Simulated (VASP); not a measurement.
A run of VASP 6.6.1 is set up as follows.

File INCAR:

```
SYSTEM = Al2Cu
ALGO = Fast ; EDIFF = 1E-6
ENCUT = 520 ; GGA = PS
ISIF = 2 ; ISMEAR = 0
LASPH = .TRUE. ; LCHARG = .FALSE.
LREAL = .FALSE. ; LWAVE = .FALSE.
NBANDS = 26 ; NELM = 100
PREC = Accurate ; SIGMA = 0.15
```

The input KPOINTS:

```
k-points
0
G
  10 10 10
  0 0 0
```

File POSCAR:

```
Al2Cu
1.0
   -2.8467000000      2.8467000000      2.3172500000
    2.8467000000     -2.8467000000      2.3172500000
    2.8467000000      2.8467000000     -2.3172500000
Al Cu
4 2
Direct
    0.1593210787      0.6593210787      0.8186421574
    0.6593210787      0.8406789213      0.5000000000
    0.8406789213      0.3406789213      0.1813578426
    0.3406789213      0.1593210787      0.5000000000
    0.7500000000      0.7500000000      0.0000000000
    0.2500000000      0.2500000000      0.0000000000
```

Potentials or basis: VASP PAW PBE potentials, release 64 (Al, Cu).

Launch:

```bash
$ cat potpaw_PBE.64/Al/POTCAR potpaw_PBE.64/Cu/POTCAR > POTCAR
$ mpirun -np 1 vasp_std > vasp.out
```

Problem. What does it give for the largest force?

Solution. 0.101 eV/Å.

Problem. What does it give for the pressure?

Solution. 22.0 GPa.

Problem. Predict the band gap on the k mesh.

Solution. Zero (band 17 reaches 12.77 eV, above the bottom of band 18 at 8.03 eV).

Stress tensor (GPa, compression positive):
```
22.61  0.00  0.00
 0.00 22.61  0.00
 0.00  0.00 20.66
```

Caveat: the PAW data sets were made with another functional, which shifts forces and pressure a little.
